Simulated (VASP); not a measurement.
## Cu: single point with LDA

Crystal: Cu.

```
CELL_PARAMETERS angstrom
0.00000 1.83908 1.83908
1.83908 0.00000 1.83908
1.83908 1.83908 0.00000
ATOMIC_POSITIONS crystal
Cu 0.00000 0.00000 0.00000
```

```
Program             : VASP 6.6.1
Task                : single point
Functional          : LDA
Potentials or basis : VASP PAW LDA potentials, release 64 (Cu)
Cutoff              : 520 eV
k mesh              : 14 × 14 × 14
Occupations         : methfessel-paxton, width 0.15 eV
Spin                : no spin polarisation
```

```json
{
 "Pressure": "-17.3 GPa"
}
```

Levels at points of the mesh, in eV from the Fermi level:
| k point | band 4 | band 5 | band 6 | band 7 | band 8 | band 9 |
| --- | --- | --- | --- | --- | --- | --- |
| (0.00, 0.00, 0.00) | -2.83 | -2.06 | -2.06 | 22.36 | 24.41 | 24.41 |
| (0.50, 0.00, 0.00) | -1.53 | -1.53 | -0.74 | 3.55 | 20.90 | 21.21 |
| (0.50, 0.50, 0.00) | -1.40 | -1.40 | 1.62 | 6.83 | 12.70 | 12.70 |

It took 7.5 s on 1 thread of Intel(R) Xeon(R) Platinum 8559C (Emerald Rapids) (shared host), peak memory 0.13 GiB.
